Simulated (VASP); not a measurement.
# AgI (Iodargyrite) (P6_3mc) in VASP: further runs, part 2 of 2

VASP 6.6.1. Earlier steps stand in the parts before.

## Step 4: Single point, PBE

This run uses another cell than the first one, of 34.30 Å³/atom, 0.942 times its volume.

INCAR

```
PREC = Accurate
ENCUT = 500
EDIFF = 1E-6
ISMEAR = 0
SIGMA = 0.1
LREAL = False
LASPH = True
NELM = 120
ALGO = Normal
ISIF = 2
LWAVE = False
LCHARG = False
GGA = PE
NBANDS = 26
GGA_COMPAT = False
```

KPOINTS

```
Automatic mesh
0
Gamma
  6 6 4
```

POSCAR

```
AgI
1.0
    4.5900000000      0.0000000000      0.0000000000
   -2.2950000000      3.9750566034      0.0000000000
    0.0000000000      0.0000000000      7.5200000000
Ag I
2 2
Direct
    0.6666666667      0.3333333333      0.6300000000
    0.3333333333      0.6666666667      0.1300000000
    0.6666666667      0.3333333333      0.0000000000
    0.3333333333      0.6666666667      0.5000000000
```

Potentials or basis: VASP PAW PBE potentials, release 64 (Ag, I).

Command:

```bash
> cat potpaw_PBE.64/Ag/POTCAR potpaw_PBE.64/I/POTCAR > POTCAR
> mpirun -np 1 vasp_std > vasp.out
```

OUTCAR:

```text
PREC = Accurate
   ENCUT = 500
   EDIFF = 1E-6
   ISMEAR = 0
   LREAL = False
   LASPH = True
   NELM = 120
   ISIF = 2
   GGA = PE

 ion  position               nearest neighbor table
   1  0.667  0.333  0.630-   3 2.78   4 2.82   4 2.82   4 2.82
   2  0.333  0.667  0.130-   4 2.78   3 2.82   3 2.82   3 2.82
   3  0.667  0.333  0.000-   1 2.78   2 2.82   2 2.82   2 2.82
   4  0.333  0.667  0.500-   2 2.78   1 2.82   1 2.82   1 2.82

  LATTYP: Found a hexagonal cell.
 ALAT       =     4.5900000000
 C/A-ratio  =     1.6383442266

  Lattice vectors:

 A1 = (   4.5900000000,   0.0000000000,   0.0000000000)
 A2 = (  -2.2950000000,   3.9750566034,   0.0000000000)
 A3 = (   0.0000000000,   0.0000000000,   7.5200000000)

Analysis of symmetry for initial positions (statically):
=====================================================================
 Subroutine PRICEL returns:
 Original cell was already a primitive cell.

 Routine SETGRP: Setting up the symmetry group for a
 hexagonal supercell.

 Subroutine GETGRP returns: Found 12 space group operations
 (whereof  6 operations were pure point group operations)
 out of a pool of 24 trial point group operations.

The static configuration has the point symmetry C_3v.
 The point group associated with its full space group is C_6v.

Analysis of symmetry for dynamics (positions and initial velocities):
=====================================================================
 Subroutine PRICEL returns:
 Original cell was already a primitive cell.

 Routine SETGRP: Setting up the symmetry group for a
 hexagonal supercell.

 Subroutine GETGRP returns: Found 12 space group operations
 (whereof  6 operations were pure point group operations)
 out of a pool of 24 trial point group operations.

The dynamic configuration has the point symmetry C_3v.
 The point group associated with its full space group is C_6v.

 Subroutine INISYM returns: Found 12 space group operations
 (whereof  6 operations are pure point group operations),
 and found     1 'primitive' translations

----------------------------------------------------------------------------------------

                                     Primitive cell

  volume of cell :     137.2062

  direct lattice vectors                    reciprocal lattice vectors
     4.590000000  0.000000000  0.000000000     0.217864924  0.125784372  0.000000000
    -2.295000000  3.975056603  0.000000000     0.000000000  0.251568745  0.000000000
     0.000000000  0.000000000  7.520000000     0.000000000  0.000000000  0.132978723

  length of vectors
     4.590000000  4.590000000  7.520000000     0.251568745  0.251568745  0.132978723

  position of ions in fractional coordinates (direct lattice)
     0.666666667  0.333333333  0.630000000
     0.333333333  0.666666667  0.130000000
     0.666666667  0.333333333  0.000000000
     0.333333333  0.666666667  0.500000000

  ion indices of the primitive-cell ions
   primitive index   ion index
                 1           1
                 2           2
                 3           3
                 4           4

----------------------------------------------------------------------------------------

 KPOINTS: Automatic mesh

Automatic generation of k-mesh.
 Grid dimensions read from file:
 generate k-points for:    6    6    4

 Generating k-lattice:

  Cartesian coordinates                     Fractional coordinates (reciprocal lattice)
     0.036310821  0.020964062  0.000000000     0.166666667  0.000000000  0.000000000
     0.000000000  0.041928124  0.000000000     0.000000000  0.166666667  0.000000000
     0.000000000  0.000000000  0.033244681     0.000000000  0.000000000  0.250000000

  Length of vectors
     0.041928124  0.041928124  0.033244681

  Shift w.r.t. Gamma in fractional coordinates (k-lattice)
     0.000000000  0.000000000  0.000000000

 Subroutine IBZKPT returns following result:
 ===========================================

 Found     21 irreducible k-points:

 Following reciprocal coordinates:
            Coordinates               Weight
  0.000000  0.000000  0.000000      1.000000
  0.166667 -0.000000  0.000000      6.000000
  0.333333  0.000000  0.000000      6.000000
  0.500000 -0.000000  0.000000      3.000000
  0.166667  0.166667  0.000000      6.000000
  0.333333  0.166667  0.000000     12.000000
[... 13 lines left out ...]
  0.333333  0.166667  0.500000     12.000000
  0.333333  0.333333  0.500000      2.000000
   k-points           NKPTS =     21   k-points in BZ     NKDIM =     21   number of bands    NBANDS=     26
   number of dos      NEDOS =    301   number of ions     NIONS =      4
   total plane-waves  NPLWV =  72576
   dimension x,y,z NGX =    36 NGY =   36 NGZ =   56
   dimension x,y,z NGXF=    72 NGYF=   72 NGZF=  112
   ions per type =               2   2
   NGX,Y,Z   is equivalent  to a cutoff of  13.04, 13.04, 12.38 a.u.
   NGXF,Y,Z  is equivalent  to a cutoff of  26.08, 26.08, 24.76 a.u.
 SYSTEM =  unknown system
   PREC   = accura    normal or accurate (medium, high low for compatibility)
   ISTART =      0    job   : 0-new  1-cont  2-samecut
   ICHARG =      2    charge: 1-file 2-atom 10-const
   ISPIN  =      1    spin polarized calculation?
   LNONCOLLINEAR =      F non collinear calculations
   LSORBIT =      F    spin-orbit coupling
   LASPH  =      T    aspherical Exc in radial PAW
   ENCUT  =  500.0 eV  36.75 Ry    6.06 a.u.   8.37  8.37 13.71*2*pi/ulx,y,z
   NELM   =    120;   NELMIN=  2; NELMDL= -5     # of ELM steps
   EDIFF  = 0.1E-05   stopping-criterion for ELM
   LREAL  =      F    real-space projection
   EDIFFG = 0.1E-04   stopping-criterion for IOM
   NSW    =      0    number of steps for IOM
   IBRION =     -1    ionic relax: 0-MD 1-quasi-New 2-CG
   NFREE  =      0    steps in history (QN), initial steepest desc. (CG)
   ISIF   =      2    stress and relaxation
   ISYM   =      2    0-nonsym 1-usesym 2-fastsym
   POTIM  = 0.5000    time-step for ionic-motion
   TEBEG  =    0.0;   TEEND  =   0.0 temperature during run
   PSTRESS=    0.0 pullay stress
   NELECT =      36.0000    total number of electrons
   NUPDOWN=      -1.0000    fix difference up-down
   EMIN   =  10.00;   EMAX   =-10.00  energy-range for DOS
   EFERMI =   0.00;   METHOD = LEGACY
   ISMEAR =     0;   SIGMA  =   0.10  broadening in eV -4-tet -1-fermi 0-gaus
   EFERMI_NEDOS =   21; number of points for ismear=-14 and -15
   IALGO  =     38    algorithm
   IMIX   =      4    mixing-type and parameters
     AMIX     =   0.40;   BMIX     =  1.00
     AMIX_MAG =   1.60;   BMIX_MAG =  1.00
  volume/ion in A,a.u.               =      34.30       231.48
  Fermi-wavevector in a.u.,A,eV,Ry     =   1.048056  1.980538 14.944923  1.098421
  Thomas-Fermi vector in A             =   2.182962
   LORBIT       =      0    0 simple, 1 ext, 2 COOP (PROOUT), +10 PAW based schemes
   GGA     = PE    functional components
   LHFCALC =     F    Hartree Fock is set to
   AEXX    =    0.0000 exact exchange contribution
   IVDW    =     0    specifies the selected vdW correction
   LEPSILON=     F    determine dielectric tensor
   LRPA    =     F    only Hartree local field effects (RPA)
 non-spin polarized calculation
 Gauss-broadening in eV      SIGMA  =   0.10
  energy-cutoff  :      500.00
  volume of cell :      137.21
 maximum number of plane-waves:      3525
 NGX is ok and might be reduce to    36
   NGX = 17   NGY = 17   NGZ = 27

 number of electron      36.0000011 magnetization

 Free energy of the ion-electron system (eV)
  ---------------------------------------------------
  ext. energy  EPLUGINS =         0.00000000
  ---------------------------------------------------
  free energy    TOTEN  =        -9.53485478 eV

  energy without entropy =       -9.53485478  energy(sigma->0) =       -9.53485478

 E-fermi :   3.5430     XC(G=0):  -8.4192

 val. band max:        3.1044603385   @ k =   0.0000   0.0000   0.0000
 cond. band min:       4.4829438857   @ k =   0.0000   0.0000   0.0000
 fundamental gap:      1.3784835472
 Fermi energy:         3.5429585462

 k-point     1 :       0.0000    0.0000    0.0000
  band No.  band energies     occupation
      1      -9.6834      2.00000
      2      -9.3895      2.00000
      3      -1.1271      2.00000
      4      -1.0561      2.00000
      5      -1.0511      2.00000
      6      -1.0511      2.00000
[... 598 lines left out ...]
     25      11.2874      0.00000
     26      11.2874      0.00000

------------------------ aborting loop because EDIFF is reached ----------------------------------------

  FORCE on cell =-STRESS in cart. coord.  units (eV):
  Direction    XX          YY          ZZ          XY          YZ          ZX
  --------------------------------------------------------------------------------------
  -------------------------------------------------------------------------------------
  Total        1.3399225      1.3399225      1.8601765      0.0000000      0.0000000      0.0000000
  in kB       15.6464719     15.6464719     21.7215545      0.0000000      0.0000000      0.0000000
  external PRESSURE =      17.6714994 kB  Pullay stress =       0.0000000 kB

 VOLUME and BASIS-vectors are now :
 -----------------------------------------------------------------------------
  energy-cutoff  :      500.00
  volume of cell :      137.21
      direct lattice vectors                 reciprocal lattice vectors
     4.590000000  0.000000000  0.000000000     0.217864924  0.125784372  0.000000000
    -2.295000000  3.975056603  0.000000000     0.000000000  0.251568745  0.000000000
     0.000000000  0.000000000  7.520000000     0.000000000  0.000000000  0.132978723

 POSITION                                       TOTAL-FORCE (eV/Angst)
 -----------------------------------------------------------------------------------
      2.29500      1.32502      4.73760        -0.000000      0.000000     -0.080823
     -0.00000      2.65004      0.97760         0.000000     -0.000000     -0.080823
      2.29500      1.32502      0.00000        -0.000000      0.000000      0.080823
     -0.00000      2.65004      3.76000         0.000000     -0.000000      0.080823
 -----------------------------------------------------------------------------------
    total drift:                               -0.000000      0.000000      0.000515

  FREE ENERGIE OF THE ION-ELECTRON SYSTEM (eV)
  ---------------------------------------------------
  free  energy   TOTEN  =        -9.5348547753 eV

  energy  without entropy=       -9.5348547752  energy(sigma->0) =       -9.53485478
```

stdout:

```text
POSCAR found type information on POSCAR AgI
 POSCAR found :  2 types and       4 ions
 scaLAPACK will be used
 LDA part: xc-table for (Slater+PW92), standard interpolation
 POSCAR, INCAR and KPOINTS ok, starting setup
 FFT: planning ... GRIDC
 FFT: planning ... GRID_SOFT
 FFT: planning ... GRID
 WAVECAR not read
 entering main loop
```

Wall time 32 s (1 thread of Intel Xeon 6975P-C (Granite Rapids), shared host); peak memory 0.28 GiB.

Results:

```yaml
Free_energy: -9.5349 eV
Pressure: 1.8 GPa
Largest_force: 0.081 eV/Å
Band_gap_on_the_k_mesh: 1.38 eV, direct
```

Forces in eV/Å, atoms in the order of the input:
```
Ag   0.000  0.000 -0.081
Ag   0.000  0.000 -0.081
I    0.000  0.000  0.081
I    0.000  0.000  0.081
```

Stress tensor (GPa, compression positive):
```
1.56 0.00 0.00
0.00 1.56 0.00
0.00 0.00 2.17
```

Caveat: spin-orbit coupling is left out, which moves the levels of the heavy elements.

## Step 5: Overview

```tsv
task	cell	k mesh	smearing	gap on the mesh (eV)	pressure (GPa)
single point	a = 4.686, b = 4.686, c = 7.664 Å, angles 90.0, 90.0, 120.0°, 4 atoms	9 × 9 × 4	gaussian 0.02 eV	1.37	-0.1
relaxation of cell and atoms	relaxed from a = 4.590, b = 4.590, c = 7.520 Å, angles 90.0, 90.0, 120.0°, 4 atoms	9 × 9 × 4	gaussian 0.02 eV	1.37	0.0
single point	a = 4.590, b = 4.590, c = 7.520 Å, angles 90.0, 90.0, 120.0°, 4 atoms	6 × 6 × 4	gaussian 0.1 eV	1.38	1.8
```

Alike in all rows: level PBE; potentials or basis VASP PAW PBE potentials, release 64 (Ag, I); no spin polarisation; cutoff (eV) 500.

Caveats: spin-orbit coupling is left out, which moves the levels of the heavy elements.

Absolute energies hang on the potentials; compare differences alone.
